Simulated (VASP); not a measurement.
# Ni (Fm-3m) in VASP: a series of runs

The runs below take Ni through single point, with PBE.

Everything below comes from runs of VASP 6.6.1. Logs are shortened: lines on timing, memory, paths and dates and some standing lists are left out, and cuts for length are marked.

## Step 1: The cell of the first run

Symmetry: Fm-3m, No. 225, cubic system. Conventional cell: a = 3.544 Å, b = 3.544 Å, c = 3.544 Å, α = 90.00°, β = 90.00°, γ = 90.00°. Within 3.3 Å of Ni (site symmetry m-3m) lie 12 Ni at 2.51 Å.

## Step 2: Single point, PBE, collinear spin, ferromagnetic start

Contents of INCAR:

```
SYSTEM = Ni
ALGO = Normal ; EDIFF = 1E-6
ENCUT = 520 ; GGA = PE
ISIF = 2 ; ISMEAR = -1
ISPIN = 2 ; LASPH = .TRUE.
LCHARG = .FALSE. ; LMAXMIX = 4
LORBIT = 11 ; LREAL = .FALSE.
LWAVE = .FALSE. ; MAGMOM = 2
NBANDS = 15 ; NELM = 150
PREC = Accurate ; SIGMA = 0.05
```

Contents of KPOINTS:

```
k-points
0
G
  14 14 14
  0 0 0
```

Contents of POSCAR:

```
Ni
1.0
    0.0000000000      1.7721000000      1.7721000000
    1.7721000000      0.0000000000      1.7721000000
    1.7721000000      1.7721000000      0.0000000000
Ni
1
Direct
    0.0000000000      0.0000000000      0.0000000000
```

Potentials or basis: VASP PAW PBE potentials, release 64 (Ni).

Started as:

```console
$ cat potpaw_PBE.64/Ni/POTCAR > POTCAR
$ mpirun -np 1 vasp_std > vasp.out
```

OUTCAR:

```text
SYSTEM = Ni
   EDIFF = 1E-6
   ENCUT = 520
   GGA = PE
   ISIF = 2
   ISMEAR = -1
   ISPIN = 2
   LASPH = .TRUE.
   LORBIT = 11
   LREAL = .FALSE.
   NELM = 150
   PREC = Accurate

 ion  position               nearest neighbor table
   1  0.000  0.000  0.000-

  LATTYP: Found a face centered cubic cell.
 ALAT       =     3.5442000000

  Lattice vectors:

 A1 = (   0.0000000000,   1.7721000000,   1.7721000000)
 A2 = (   1.7721000000,   0.0000000000,   1.7721000000)
 A3 = (   1.7721000000,   1.7721000000,   0.0000000000)

Analysis of symmetry for initial positions (statically):
=====================================================================
 Subroutine PRICEL returns:
 Original cell was already a primitive cell.

 Routine SETGRP: Setting up the symmetry group for a
 face centered cubic supercell.

 Subroutine GETGRP returns: Found 48 space group operations
 (whereof 48 operations were pure point group operations)
 out of a pool of 48 trial point group operations.

The static configuration has the point symmetry O_h .

Analysis of symmetry for dynamics (positions and initial velocities):
=====================================================================
 Subroutine PRICEL returns:
 Original cell was already a primitive cell.

 Routine SETGRP: Setting up the symmetry group for a
 face centered cubic supercell.

 Subroutine GETGRP returns: Found 48 space group operations
 (whereof 48 operations were pure point group operations)
 out of a pool of 48 trial point group operations.

The dynamic configuration has the point symmetry O_h .

Analysis of structural, dynamic, and magnetic symmetry:
=====================================================================
 Subroutine PRICEL returns:
 Original cell was already a primitive cell.

 Routine SETGRP: Setting up the symmetry group for a
 face centered cubic supercell.

 Subroutine GETGRP returns: Found 48 space group operations
 (whereof 48 operations were pure point group operations)
 out of a pool of 48 trial point group operations.

The overall configuration has the point symmetry O_h .

 Subroutine INISYM returns: Found 48 space group operations
 (whereof 48 operations are pure point group operations),
 and found     1 'primitive' translations

----------------------------------------------------------------------------------------

                                     Primitive cell

  volume of cell :      11.1300

  direct lattice vectors                    reciprocal lattice vectors
     0.000000000  1.772100000  1.772100000    -0.282151120  0.282151120  0.282151120
     1.772100000  0.000000000  1.772100000     0.282151120 -0.282151120  0.282151120
     1.772100000  1.772100000  0.000000000     0.282151120  0.282151120 -0.282151120

  length of vectors
     2.506127854  2.506127854  2.506127854     0.488700075  0.488700075  0.488700075

  position of ions in fractional coordinates (direct lattice)
     0.000000000  0.000000000  0.000000000

  ion indices of the primitive-cell ions
   primitive index   ion index
                 1           1

----------------------------------------------------------------------------------------

 KPOINTS: k-points

Automatic generation of k-mesh.
 Grid dimensions read from file:
 generate k-points for:   14   14   14

 Generating k-lattice:

  Cartesian coordinates                     Fractional coordinates (reciprocal lattice)
    -0.020153651  0.020153651  0.020153651     0.071428571  0.000000000  0.000000000
     0.020153651 -0.020153651  0.020153651     0.000000000  0.071428571  0.000000000
     0.020153651  0.020153651 -0.020153651     0.000000000  0.000000000  0.071428571

  Length of vectors
     0.034907148  0.034907148  0.034907148

  Shift w.r.t. Gamma in fractional coordinates (k-lattice)
     0.000000000  0.000000000  0.000000000

 Subroutine IBZKPT returns following result:
 ===========================================

 Found    104 irreducible k-points:

 Following reciprocal coordinates:
            Coordinates               Weight
  0.000000  0.000000  0.000000      1.000000
  0.071429  0.000000  0.000000      8.000000
  0.142857  0.000000  0.000000      8.000000
  0.214286  0.000000  0.000000      8.000000
  0.285714  0.000000  0.000000      8.000000
  0.357143  0.000000  0.000000      8.000000
[... 16 lines left out ...]
  0.214286  0.142857  0.000000     24.000000
  0.285714  0.142857  0.000000     24.000000
 [... further k-points ...]
   k-points           NKPTS =    104   k-points in BZ     NKDIM =    104   number of bands    NBANDS=     15
   number of dos      NEDOS =    301   number of ions     NIONS =      1
   total plane-waves  NPLWV =   8000
   dimension x,y,z NGX =    20 NGY =   20 NGZ =   20
   dimension x,y,z NGXF=    40 NGYF=   40 NGZF=   40
   ions per type =               1
   NGX,Y,Z   is equivalent  to a cutoff of  13.27, 13.27, 13.27 a.u.
   NGXF,Y,Z  is equivalent  to a cutoff of  26.53, 26.53, 26.53 a.u.
 SYSTEM =  Ni
   PREC   = accura    normal or accurate (medium, high low for compatibility)
   ISTART =      0    job   : 0-new  1-cont  2-samecut
   ICHARG =      2    charge: 1-file 2-atom 10-const
   ISPIN  =      2    spin polarized calculation?
   LNONCOLLINEAR =      F non collinear calculations
   LSORBIT =      F    spin-orbit coupling
   LASPH  =      T    aspherical Exc in radial PAW
   ENCUT  =  520.0 eV  38.22 Ry    6.18 a.u.   4.66  4.66  4.66*2*pi/ulx,y,z
   NELM   =    150;   NELMIN=  2; NELMDL= -5     # of ELM steps
   EDIFF  = 0.1E-05   stopping-criterion for ELM
   LREAL  =      F    real-space projection
   EDIFFG = 0.1E-04   stopping-criterion for IOM
   NSW    =      0    number of steps for IOM
   IBRION =     -1    ionic relax: 0-MD 1-quasi-New 2-CG
   NFREE  =      0    steps in history (QN), initial steepest desc. (CG)
   ISIF   =      2    stress and relaxation
   ISYM   =      2    0-nonsym 1-usesym 2-fastsym
   POTIM  = 0.5000    time-step for ionic-motion
   TEBEG  =    0.0;   TEEND  =   0.0 temperature during run
   PSTRESS=    0.0 pullay stress
   NELECT =      10.0000    total number of electrons
   NUPDOWN=      -1.0000    fix difference up-down
   EMIN   =  10.00;   EMAX   =-10.00  energy-range for DOS
   EFERMI =   0.00;   METHOD = LEGACY
   ISMEAR =    -1;   SIGMA  =   0.05  broadening in eV -4-tet -1-fermi 0-gaus
   EFERMI_NEDOS =   21; number of points for ismear=-14 and -15
   IALGO  =     38    algorithm
   IMIX   =      4    mixing-type and parameters
     AMIX     =   0.40;   BMIX     =  1.00
     AMIX_MAG =   1.60;   BMIX_MAG =  1.00
  volume/ion in A,a.u.               =      11.13        75.11
  Fermi-wavevector in a.u.,A,eV,Ry     =   1.579707  2.985214 33.952998  2.495475
  Thomas-Fermi vector in A             =   2.680046
   LORBIT       =     11    0 simple, 1 ext, 2 COOP (PROOUT), +10 PAW based schemes
   GGA     = PE    functional components
   LHFCALC =     F    Hartree Fock is set to
   AEXX    =    0.0000 exact exchange contribution
   IVDW    =     0    specifies the selected vdW correction
   LEPSILON=     F    determine dielectric tensor
   LRPA    =     F    only Hartree local field effects (RPA)
 spin polarized calculation
  energy-cutoff  :      520.00
  volume of cell :       11.13
 maximum number of plane-waves:       310
   NGX =  9   NGY =  9   NGZ =  9

 number of electron      10.0000009 magnetization       0.6090255

 Free energy of the ion-electron system (eV)
  ---------------------------------------------------
  ext. energy  EPLUGINS =         0.00000000
  ---------------------------------------------------
  free energy    TOTEN  =        -5.47166213 eV

  energy without entropy =       -5.45522451  energy(sigma->0) =       -5.46344332

 E-fermi :   9.0558     XC(G=0): -13.1219

 val. band max:        9.0536077474   @ k =   0.3571   0.2143   0.0000
 cond. band min:       9.0644699284   @ k =  -0.4286   0.2857   0.1429
 fundamental gap:      0.0108621810
 Fermi energy:         9.0557959892

 spin component 1

 k-point     1 :       0.0000    0.0000    0.0000
  band No.  band energies     occupation
      1       0.2087      1.00000
      2       6.6908      1.00000
      3       6.6908      1.00000
      4       6.6908      1.00000
      5       7.8291      1.00000
      6       7.8291      1.00000
      7      32.5925      0.00000
      8      36.2743      0.00000
      9      36.2743      0.00000
     10      36.2743      0.00000
     11      39.1446      0.00000
     12      39.1446      0.00000
     13      39.1446      0.00000
     14      42.1561      0.00000
     15      48.2060      0.00000
[... 397 lines left out ...]
 k-point    24 :       0.2857    0.1429    0.0000
  band No.  band energies     occupation
      1       2.8196      1.00000
      2       6.0578      1.00000
      3       6.9310      1.00000
      4       7.1747      1.00000
      5       7.7859      1.00000
      6       8.1460      1.00000
      7      24.3421      0.00000
      8      29.7733      0.00000
      9      30.5949      0.00000
     10      33.1350      0.00000
     11      38.0406      0.00000
     12      42.1688      0.00000
     13      44.1026      0.00000
     14      46.1850      0.00000
     15      50.5087      0.00000

 [... further k-points ...]

 spin component 2

 k-point     1 :       0.0000    0.0000    0.0000
  band No.  band energies     occupation
      1       0.1660      1.00000
      2       7.4271      1.00000
      3       7.4271      1.00000
      4       7.4271      1.00000
      5       8.4013      1.00000
      6       8.4013      1.00000
      7      32.4183      0.00000
      8      36.2526      0.00000
      9      36.2526      0.00000
     10      36.2526      0.00000
     11      39.2330      0.00000
     12      39.2330      0.00000
     13      39.2330      0.00000
     14      42.0289      0.00000
     15      48.3851      0.00000
[... 397 lines left out ...]
 k-point    24 :       0.2857    0.1429    0.0000
  band No.  band energies     occupation
      1       2.8062      1.00000
      2       6.7159      1.00000
      3       7.5405      1.00000
      4       7.8797      1.00000
      5       8.4473      0.99999
      6       8.7815      0.99587
      7      24.4504      0.00000
      8      29.8468      0.00000
      9      30.5487      0.00000
     10      33.1919      0.00000
     11      38.1480      0.00000
     12      42.1223      0.00000
     13      44.0674      0.00000
     14      46.1839      0.00000
     15      50.5931      0.00000

 [... further k-points ...]

------------------------ aborting loop because EDIFF is reached ----------------------------------------

  FORCE on cell =-STRESS in cart. coord.  units (eV):
  Direction    XX          YY          ZZ          XY          YZ          ZX
  --------------------------------------------------------------------------------------
  -------------------------------------------------------------------------------------
  Total       -0.2836495     -0.2836495     -0.2836495     -0.0000000     -0.0000000      0.0000000
  in kB      -40.8317408    -40.8317408    -40.8317408     -0.0000000     -0.0000000      0.0000000
  external PRESSURE =     -40.8317408 kB  Pullay stress =       0.0000000 kB

 VOLUME and BASIS-vectors are now :
 -----------------------------------------------------------------------------
  energy-cutoff  :      520.00
  volume of cell :       11.13
      direct lattice vectors                 reciprocal lattice vectors
     0.000000000  1.772100000  1.772100000    -0.282151120  0.282151120  0.282151120
     1.772100000  0.000000000  1.772100000     0.282151120 -0.282151120  0.282151120
     1.772100000  1.772100000  0.000000000     0.282151120  0.282151120 -0.282151120

 POSITION                                       TOTAL-FORCE (eV/Angst)
 -----------------------------------------------------------------------------------
      0.00000      0.00000      0.00000        -0.000000      0.000000      0.000000
 -----------------------------------------------------------------------------------
    total drift:                                0.000000      0.000000      0.000000

  FREE ENERGIE OF THE ION-ELECTRON SYSTEM (eV)
  ---------------------------------------------------
  free  energy   TOTEN  =        -5.4716621279 eV

  energy  without entropy=       -5.4552245082  energy(sigma->0) =       -5.46344332

 total charge

# of ion       s       p       d       tot
------------------------------------------
    1        0.487   0.478   8.305   9.270

 magnetization (x)

# of ion       s       p       d       tot
------------------------------------------
    1       -0.007  -0.026   0.656   0.623
```

Wall time 17 s (1 thread of Intel Xeon 6975P-C (Granite Rapids), shared host); peak memory 0.15 GiB.

Results:

```yaml
Free_energy: -5.4717 eV
Pressure: -4.1 GPa
Net_moment: 0.61 μB per cell
Site_moments: Ni +0.62 μB
Valence_electrons_inside_the_program's_atomic_spheres: Ni 9.27
```

Levels at points of the mesh, in eV from the Fermi level:
Spin up:
```tsv
k point	band 1	band 2	band 3	band 4	band 5	band 6	band 7	band 8	band 9	band 10
(0.00, 0.00, 0.00)	-8.85	-2.36	-2.36	-2.36	-1.23	-1.23	23.54	27.22	27.22	27.22
(0.50, 0.00, 0.00)	-4.70	-2.34	-2.34	-0.60	-0.60	-0.24	5.51	22.04	24.29	24.29
(0.50, 0.50, 0.00)	-4.50	-4.07	-0.54	-0.47	-0.47	2.44	9.03	14.62	14.62	19.45
```
Spin down:
| k point | band 2 | band 3 | band 4 | band 5 | band 6 | band 7 | band 8 | band 9 |
| --- | --- | --- | --- | --- | --- | --- | --- | --- |
| (0.00, 0.00, 0.00) | -1.63 | -1.63 | -1.63 | -0.65 | -0.65 | 23.36 | 27.20 | 27.20 |
| (0.50, 0.00, 0.00) | -1.74 | -1.74 | -0.31 | 0.14 | 0.14 | 5.92 | 21.88 | 24.36 |
| (0.50, 0.50, 0.00) | -3.46 | 0.05 | 0.37 | 0.37 | 2.39 | 9.26 | 14.62 | 14.62 |

## Step 3: Single point, PBE, collinear spin, ferromagnetic start

Contents of INCAR:

```
PREC = Accurate
ENCUT = 520
EDIFF = 1E-7
ISMEAR = -1
SIGMA = 0.05
LREAL = False
LASPH = True
NELM = 150
ALGO = Normal
ISIF = 2
LWAVE = False
LCHARG = True
ISPIN = 2
MAGMOM = 2
LORBIT = 11
LMAXMIX = 4
GGA = PE
LELF = True
LVHAR = True
NBANDS = 15
```

Contents of KPOINTS:

```
regular mesh
0
Gamma
  14 14 14
```

POSCAR is that of step 2.

Potentials or basis: VASP PAW PBE potentials, release 64 (Ni).

Started as:

```console
$ cat potpaw_PBE.64/Ni/POTCAR > POTCAR
$ mpirun -np 1 vasp_std > vasp.out
```

Run time: 19 s. Hardware: 1 thread of Intel Xeon 6975P-C (Granite Rapids), shared host; peak memory 0.14 GiB.

The run converged. Its results:

```yaml
Free_energy: -5.4717 eV
Pressure: -4.1 GPa
Net_moment: 0.61 μB per cell
Site_moments: Ni +0.62 μB
Valence_electrons_inside_the_program's_atomic_spheres: Ni 9.27
```

Levels at points of the mesh, in eV from the Fermi level:
Spin up:
```tsv
k point	band 1	band 2	band 3	band 4	band 5	band 6	band 7	band 8	band 9	band 10
(0.00, 0.00, 0.00)	-8.85	-2.36	-2.36	-2.36	-1.23	-1.23	23.54	27.22	27.22	27.22
(0.50, 0.00, 0.00)	-4.70	-2.34	-2.34	-0.59	-0.59	-0.24	5.51	22.04	24.29	24.29
(0.50, 0.50, 0.00)	-4.50	-4.07	-0.54	-0.47	-0.47	2.44	9.03	14.62	14.62	19.45
```
Spin down:
```
           k point  band 3  band 4  band 5  band 6  band 7  band 8
(0.00, 0.00, 0.00)   -1.63   -1.63   -0.65   -0.65   23.36   27.20
(0.50, 0.00, 0.00)   -1.74   -0.31    0.14    0.14    5.92   21.88
(0.50, 0.50, 0.00)    0.05    0.37    0.37    2.39    9.26   14.62
```

(Part 1 of 2 ends here.)
